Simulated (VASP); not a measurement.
Input of a VASP 6.6.1 run:

The input INCAR:

```
PREC     = Accurate       # precision mode
ENCUT    = 700            # plane-wave cutoff, eV
EDIFF    = 1E-6           # SCF threshold, eV
ISMEAR   = -1             # smearing method
SIGMA    = 0.05           # smearing width, eV
LREAL    = F              # projectors in reciprocal space
LASPH    = T              # aspherical terms in the spheres
NELM     = 120            # most SCF steps
ALGO     = Normal         # electronic algorithm
ISIF     = 2              # what is computed and relaxed
LWAVE    = F              # write WAVECAR
LCHARG   = T              # write CHGCAR
GGA      = PE             # functional
LELF     = T              # ELF
LVHAR    = T            
NBANDS   = 33             # bands
GGA_COMPAT= F
```

File KPOINTS:

```
regular mesh
0
Gamma
  9 9 5
```

The input POSCAR:

```
CuO
1.0
    2.8405840181      0.0000000000      0.0000000000
    0.0385446830      2.8403655272      0.0000000000
    0.0172589332      0.0170118330      5.1063800938
Cu O
2 2
Direct
    0.0000000000      0.5000000000      0.0000000000
    0.5000000000      0.0000000000      0.5000000000
    0.9984239700      0.0016717800      0.7498871000
    0.0015760300      0.9983282200      0.2501129000
```

Potentials or basis: VASP PAW PBE potentials, release 64 (Cu_sv_GW, O).

Command:

```console
$ cat potpaw_PBE.64/Cu_sv_GW/POTCAR potpaw_PBE.64/O/POTCAR > POTCAR
$ mpirun -np 1 vasp_std > vasp.out
```

Question: Estimate the pressure.

Answer: 11.0 GPa.

Question: What does it give for the band gap on the k mesh?

Answer: Zero (bands 25 and 26 overlap by 0.97 eV).

Question: Estimate the largest force.

Answer: 0.011 eV/Å.

Stress tensor (GPa, compression positive):
```
10.64  0.01  0.03
 0.01 10.57  0.05
 0.03  0.05 11.87
```

Caveat: the cell stands under pressure; semilocal functionals often make such compounds metallic where correlation or magnetic order opens a gap, which also shifts bond lengths. With open d or f shells a metallic result of PBE can be an artefact of self-interaction; +U or a hybrid may open a gap.
